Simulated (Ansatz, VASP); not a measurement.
# One calculation of Ba, two programs

```
Ba
1.0
     0.00000    5.58460    5.58460
     5.58460    0.00000    5.58460
     5.58460    5.58460    0.00000
Ba
2
Direct
  0.12500 0.12500 0.12500
  0.87500 0.87500 0.87500
```

Alike in both runs: task single point; functional BLYP; k mesh 6 × 6 × 6; occupations fermi-dirac, width 0.1 eV; no spin polarisation.

|  | VASP | Ansatz |
| --- | --- | --- |
| version | VASP 6.6.1 | Ansatz 0.2.0 |
| potentials or method | VASP PAW PBE potentials, release 64 (Ba_sv), cutoff 520 eV | plane waves (420 eV) with PAW, scalar-relativistic |
| valence electrons in the cell | 20 | 20 |

|  | VASP | Ansatz | Ansatz less VASP |
| --- | --- | --- | --- |
| pressure (GPa) | -0.1 | -0.1 | 0.00 |

VASP's potentials were made for PBE, not for BLYP.

Spin-orbit coupling is off throughout.
